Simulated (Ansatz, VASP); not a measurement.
**One calculation of Se, two programs**

```xyz
2
Lattice="0.0000 2.9102 2.9102 2.9102 0.0000 2.9102 2.9102 2.9102 0.0000" Properties=species:S:1:pos:R:3 pbc="T T T"
Se   -0.7276   -0.7276   -0.7276
Se    0.7276    0.7276    0.7276
```

Change from the starting cell: volume scaled by 0.84, LAPW.

Alike in both runs: task single point; functional LDA; k mesh 11 × 11 × 11; occupations fermi-dirac, width 0.08 eV; no spin polarisation.

```csv
,VASP,Ansatz
version,VASP 6.6.1,Ansatz 0.2.0
potentials or method,"VASP PAW LDA potentials, release 64 (Se), cutoff 520 eV","all-electron LAPW, scalar-relativistic"
```

Ansatz gave:

| Property | Result |
| --- | --- |
| pressure (GPa) | 11.6 |

**Question.** Estimate VASP's values.

**Answer.** Pressure (GPa): 11.8.

LDA's correlation is that of Perdew and Zunger in VASP and of Perdew and Wang (1992) in Ansatz. Ansatz ran all-electron here, and VASP with PAW potentials.
